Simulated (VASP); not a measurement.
# CrBr (Fm-3m) in VASP: a series of runs

Runs on CrBr. Level: PBE. Tasks: single point, relaxation of cell and atoms.

All numbers are computed with VASP 6.6.1; they aren't measurements. Logs are shortened: lines on timing, memory, paths and dates and some standing lists are left out, and cuts for length are marked.

### Step 1. The cell of the first run

The structure is cubic, space group Fm-3m (No. 225). The conventional cell has a = 5.768 Å, b = 5.768 Å, c = 5.768 Å, α = 90.00°, β = 90.00°, γ = 90.00°. Within 3.8 Å of Cr (site symmetry m-3m) lie 6 Br at 2.88 Å. Within 3.8 Å of Br (site symmetry m-3m) lie 6 Cr at 2.88 Å.

### Step 2. Single point, PBE, collinear spin, ferromagnetic start

File INCAR:

```
ALGO = Normal ; EDIFF = 1E-6
ENCUT = 520 ; GGA = PE
ISIF = 2 ; ISMEAR = 0
ISPIN = 2 ; LASPH = T
LCHARG = T ; LELF = T
LMAXMIX = 4 ; LORBIT = 11
LREAL = F ; LVHAR = T
LWAVE = F ; MAGMOM = 4.55 0
NBANDS = 20 ; NELM = 150
PREC = Accurate ; SIGMA = 0.1
```

File KPOINTS:

```
k-points
0
Gamma
  6 6 6
```

File POSCAR:

```
CrBr
1.0
    0.0000000000      2.8838466384      2.8838466384
    2.8838466384      0.0000000000      2.8838466384
    2.8838466384      2.8838466384      0.0000000000
Cr Br
1 1
Direct
    0.0000000000      0.0000000000      0.0000000000
    0.5000000000      0.5000000000      0.5000000000
```

Potentials or basis: VASP PAW PBE potentials, release 64 (Cr_pv, Br).

Started as:

```bash
$ cat potpaw_PBE.64/Cr_pv/POTCAR potpaw_PBE.64/Br/POTCAR > POTCAR
$ mpirun -np 1 vasp_std > vasp.out
```

OUTCAR:

```text
EDIFF = 1E-6
   ENCUT = 520
   GGA = PE
   ISIF = 2
   ISMEAR = 0
   ISPIN = 2
   LASPH = T
   LORBIT = 11
   LREAL = F
   NELM = 150
   PREC = Accurate

 ion  position               nearest neighbor table
   1  0.000  0.000  0.000-   2 2.88   2 2.88   2 2.88   2 2.88   2 2.88   2 2.88
   2  0.500  0.500  0.500-   1 2.88   1 2.88   1 2.88   1 2.88   1 2.88   1 2.88

  LATTYP: Found a face centered cubic cell.
 ALAT       =     5.7676932768

  Lattice vectors:

 A1 = (   0.0000000000,   2.8838466384,   2.8838466384)
 A2 = (   2.8838466384,   0.0000000000,   2.8838466384)
 A3 = (   2.8838466384,   2.8838466384,   0.0000000000)

Analysis of symmetry for initial positions (statically):
=====================================================================
 Subroutine PRICEL returns:
 Original cell was already a primitive cell.

 Routine SETGRP: Setting up the symmetry group for a
 face centered cubic supercell.

 Subroutine GETGRP returns: Found 48 space group operations
 (whereof 48 operations were pure point group operations)
 out of a pool of 48 trial point group operations.

The static configuration has the point symmetry O_h .

Analysis of symmetry for dynamics (positions and initial velocities):
=====================================================================
 Subroutine PRICEL returns:
 Original cell was already a primitive cell.

 Routine SETGRP: Setting up the symmetry group for a
 face centered cubic supercell.

 Subroutine GETGRP returns: Found 48 space group operations
 (whereof 48 operations were pure point group operations)
 out of a pool of 48 trial point group operations.

The dynamic configuration has the point symmetry O_h .

Analysis of structural, dynamic, and magnetic symmetry:
=====================================================================
 Subroutine PRICEL returns:
 Original cell was already a primitive cell.

 Routine SETGRP: Setting up the symmetry group for a
 face centered cubic supercell.

 Subroutine GETGRP returns: Found 48 space group operations
 (whereof 48 operations were pure point group operations)
 out of a pool of 48 trial point group operations.

The overall configuration has the point symmetry O_h .

 Subroutine INISYM returns: Found 48 space group operations
 (whereof 48 operations are pure point group operations),
 and found     1 'primitive' translations

----------------------------------------------------------------------------------------

                                     Primitive cell

  volume of cell :      47.9674

  direct lattice vectors                    reciprocal lattice vectors
     0.000000000  2.883846638  2.883846638    -0.173379539  0.173379539  0.173379539
     2.883846638  0.000000000  2.883846638     0.173379539 -0.173379539  0.173379539
     2.883846638  2.883846638  0.000000000     0.173379539  0.173379539 -0.173379539

  length of vectors
     4.078375028  4.078375028  4.078375028     0.300302170  0.300302170  0.300302170

  position of ions in fractional coordinates (direct lattice)
     0.000000000  0.000000000  0.000000000
     0.500000000  0.500000000  0.500000000

  ion indices of the primitive-cell ions
   primitive index   ion index
                 1           1
                 2           2

----------------------------------------------------------------------------------------

 KPOINTS: k-points

Automatic generation of k-mesh.
 Grid dimensions read from file:
 generate k-points for:    6    6    6

 Generating k-lattice:

  Cartesian coordinates                     Fractional coordinates (reciprocal lattice)
    -0.028896590  0.028896590  0.028896590     0.166666667  0.000000000  0.000000000
     0.028896590 -0.028896590  0.028896590     0.000000000  0.166666667  0.000000000
     0.028896590  0.028896590 -0.028896590     0.000000000  0.000000000  0.166666667

  Length of vectors
     0.050050362  0.050050362  0.050050362

  Shift w.r.t. Gamma in fractional coordinates (k-lattice)
     0.000000000  0.000000000  0.000000000

 Subroutine IBZKPT returns following result:
 ===========================================

 Found     16 irreducible k-points:

 Following reciprocal coordinates:
            Coordinates               Weight
  0.000000  0.000000  0.000000      1.000000
  0.166667  0.000000  0.000000      8.000000
  0.333333  0.000000  0.000000      8.000000
  0.500000  0.000000  0.000000      4.000000
  0.166667  0.166667  0.000000      6.000000
  0.333333  0.166667  0.000000     24.000000
[... 8 lines left out ...]
 -0.333333  0.333333  0.166667     24.000000
 -0.333333  0.500000  0.166667     12.000000
   k-points           NKPTS =     16   k-points in BZ     NKDIM =     16   number of bands    NBANDS=     20
   number of dos      NEDOS =    301   number of ions     NIONS =      2
   total plane-waves  NPLWV =  27000
   dimension x,y,z NGX =    30 NGY =   30 NGZ =   30
   dimension x,y,z NGXF=    60 NGYF=   60 NGZF=   60
   ions per type =               1   1
   NGX,Y,Z   is equivalent  to a cutoff of  12.23, 12.23, 12.23 a.u.
   NGXF,Y,Z  is equivalent  to a cutoff of  24.46, 24.46, 24.46 a.u.
 SYSTEM =  unknown system
   PREC   = accura    normal or accurate (medium, high low for compatibility)
   ISTART =      0    job   : 0-new  1-cont  2-samecut
   ICHARG =      2    charge: 1-file 2-atom 10-const
   ISPIN  =      2    spin polarized calculation?
   LNONCOLLINEAR =      F non collinear calculations
   LSORBIT =      F    spin-orbit coupling
   LASPH  =      T    aspherical Exc in radial PAW
   ENCUT  =  520.0 eV  38.22 Ry    6.18 a.u.   7.58  7.58  7.58*2*pi/ulx,y,z
   NELM   =    150;   NELMIN=  2; NELMDL= -5     # of ELM steps
   EDIFF  = 0.1E-05   stopping-criterion for ELM
   LREAL  =      F    real-space projection
   EDIFFG = 0.1E-04   stopping-criterion for IOM
   NSW    =      0    number of steps for IOM
   IBRION =     -1    ionic relax: 0-MD 1-quasi-New 2-CG
   NFREE  =      0    steps in history (QN), initial steepest desc. (CG)
   ISIF   =      2    stress and relaxation
   ISYM   =      2    0-nonsym 1-usesym 2-fastsym
   POTIM  = 0.5000    time-step for ionic-motion
   TEBEG  =    0.0;   TEEND  =   0.0 temperature during run
   PSTRESS=    0.0 pullay stress
   NELECT =      19.0000    total number of electrons
   NUPDOWN=      -1.0000    fix difference up-down
   EMIN   =  10.00;   EMAX   =-10.00  energy-range for DOS
   EFERMI =   0.00;   METHOD = LEGACY
   ISMEAR =     0;   SIGMA  =   0.10  broadening in eV -4-tet -1-fermi 0-gaus
   EFERMI_NEDOS =   21; number of points for ismear=-14 and -15
   IALGO  =     38    algorithm
   IMIX   =      4    mixing-type and parameters
     AMIX     =   0.40;   BMIX     =  1.00
     AMIX_MAG =   1.60;   BMIX_MAG =  1.00
  volume/ion in A,a.u.               =      23.98       161.85
  Fermi-wavevector in a.u.,A,eV,Ry     =   1.202294  2.272005 19.667356  1.445510
  Thomas-Fermi vector in A             =   2.338079
   LORBIT       =     11    0 simple, 1 ext, 2 COOP (PROOUT), +10 PAW based schemes
   GGA     = PE    functional components
   LHFCALC =     F    Hartree Fock is set to
   AEXX    =    0.0000 exact exchange contribution
   IVDW    =     0    specifies the selected vdW correction
   LEPSILON=     F    determine dielectric tensor
   LRPA    =     F    only Hartree local field effects (RPA)
 spin polarized calculation
 Gauss-broadening in eV      SIGMA  =   0.10
  energy-cutoff  :      520.00
  volume of cell :       47.97
 maximum number of plane-waves:      1308
   NGX = 15   NGY = 15   NGZ = 15

 number of electron      18.9999998 magnetization       4.9907375

 Free energy of the ion-electron system (eV)
  ---------------------------------------------------
  ext. energy  EPLUGINS =         0.00000000
  ---------------------------------------------------
  free energy    TOTEN  =       -10.73245075 eV

  energy without entropy =      -10.72848077  energy(sigma->0) =      -10.73046576

 E-fermi :   5.5361     XC(G=0):  -9.4301

 val. band max:        5.5102452826   @ k =  -0.3333   0.1667   0.0000
 cond. band min:       5.5457384266   @ k =   0.5000   0.0000   0.0000
 fundamental gap:      0.0354931441
 Fermi energy:         5.5361354294

 spin component 1

 k-point     1 :       0.0000    0.0000    0.0000
  band No.  band energies     occupation
      1     -38.3775      1.00000
      2     -38.3775      1.00000
      3     -38.3775      1.00000
      4     -12.2013      1.00000
      5       0.8981      1.00000
      6       0.8981      1.00000
[... 12 lines left out ...]
     19      14.3434      0.00000
     20      14.3435      0.00000
[... 323 lines left out ...]
 k-point    16 :      -0.3333    0.5000    0.1667
  band No.  band energies     occupation
      1     -38.3812      1.00000
      2     -38.3800      1.00000
      3     -38.3794      1.00000
      4     -11.6948      1.00000
      5      -1.2281      1.00000
      6      -0.5378      1.00000
[... 12 lines left out ...]
     19      16.2203      0.00000
     20      17.5369      0.00000
 Fermi energy:         5.5361354294

 spin component 2

 k-point     1 :       0.0000    0.0000    0.0000
  band No.  band energies     occupation
      1     -34.1777      1.00000
      2     -34.1777      1.00000
      3     -34.1777      1.00000
      4     -12.0904      1.00000
      5       0.9931      1.00000
      6       0.9931      1.00000
[... 12 lines left out ...]
     19      16.4772      0.00000
     20      16.4773      0.00000
[... 323 lines left out ...]
 k-point    16 :      -0.3333    0.5000    0.1667
  band No.  band energies     occupation
      1     -34.1826      1.00000
      2     -34.1810      1.00000
      3     -34.1802      1.00000
      4     -11.6356      1.00000
      5      -0.8898      1.00000
      6      -0.2472      1.00000
[... 12 lines left out ...]
     19      17.6084      0.00000
     20      18.2136      0.00000

------------------------ aborting loop because EDIFF is reached ----------------------------------------

  FORCE on cell =-STRESS in cart. coord.  units (eV):
  Direction    XX          YY          ZZ          XY          YZ          ZX
  --------------------------------------------------------------------------------------
  -------------------------------------------------------------------------------------
  Total        0.0247184      0.0247184      0.0247184      0.0000000     -0.0000000      0.0000000
  in kB        0.8256290      0.8256290      0.8256290      0.0000000     -0.0000000      0.0000000
  external PRESSURE =       0.8256290 kB  Pullay stress =       0.0000000 kB

 VOLUME and BASIS-vectors are now :
 -----------------------------------------------------------------------------
  energy-cutoff  :      520.00
  volume of cell :       47.97
      direct lattice vectors                 reciprocal lattice vectors
     0.000000000  2.883846638  2.883846638    -0.173379539  0.173379539  0.173379539
     2.883846638  0.000000000  2.883846638     0.173379539 -0.173379539  0.173379539
     2.883846638  2.883846638  0.000000000     0.173379539  0.173379539 -0.173379539

 POSITION                                       TOTAL-FORCE (eV/Angst)
 -----------------------------------------------------------------------------------
      0.00000      0.00000      0.00000         0.000000     -0.000000     -0.000000
      2.88385      2.88385      2.88385        -0.000000      0.000000      0.000000
 -----------------------------------------------------------------------------------
    total drift:                               -0.000000      0.000000      0.000000

  FREE ENERGIE OF THE ION-ELECTRON SYSTEM (eV)
  ---------------------------------------------------
  free  energy   TOTEN  =       -10.7324507524 eV

  energy  without entropy=      -10.7284807674  energy(sigma->0) =      -10.73046576

 total charge

# of ion       s       p       d       tot
------------------------------------------
    1        0.143   6.062   4.325  10.530
    2        1.619   3.203   0.034   4.856
--------------------------------------------------
tot          1.762   9.265   4.359  15.386

 magnetization (x)

# of ion       s       p       d       tot
------------------------------------------
    1        0.066   0.024   4.195   4.285
    2        0.022  -0.018   0.031   0.035
--------------------------------------------------
tot          0.088   0.006   4.226   4.321
```

Run time: 20 s. Hardware: 1 thread of Intel Xeon 6975P-C (Granite Rapids), shared host; peak memory 0.19 GiB.

Results:

| Property | Result |
| --- | --- |
| Free energy | -10.7325 eV |
| Pressure | 0.1 GPa |
| Band gap on the k mesh | zero (filled and empty bands overlap) |
| Net moment | 4.99 μB per cell |
| Site moments | Cr +4.29; Br +0.04 μB |
| Valence electrons inside the program's atomic spheres | Cr 10.53; Br 4.86 |

Levels at points of the mesh, in eV from the Fermi level:
Spin up:
```tsv
k point	band 10	band 11	band 12	band 13	band 14	band 15
(0.00, 0.00, 0.00)	-1.76	-1.76	-1.63	-1.63	6.74	7.12
(0.50, 0.00, 0.00)	-1.12	0.01	0.01	0.71	3.87	3.87
(0.50, 0.50, 0.00)	-1.02	-1.02	-1.01	-0.53	4.59	5.97
```
Spin down:
| k point | band 3 | band 4 | band 5 | band 6 | band 7 | band 8 | band 9 | band 10 | band 11 | band 12 |
| --- | --- | --- | --- | --- | --- | --- | --- | --- | --- | --- |
| (0.00, 0.00, 0.00) | -39.71 | -17.63 | -4.54 | -4.54 | -4.54 | -0.38 | 1.53 | 1.53 | 1.53 | 1.71 |
| (0.50, 0.00, 0.00) | -39.71 | -17.24 | -7.11 | -5.14 | -5.14 | 1.71 | 2.55 | 2.65 | 2.65 | 3.52 |
| (0.50, 0.50, 0.00) | -39.72 | -17.19 | -6.68 | -5.35 | -5.35 | 0.22 | 1.29 | 2.19 | 2.70 | 2.95 |

Caveat: an empty level that is flat over the whole mesh can mark a ghost state of the potentials, or a narrow d or f band; semilocal functionals often make such compounds metallic where correlation or magnetic order opens a gap, which also shifts bond lengths.

(Continued in part 2 of 2.)
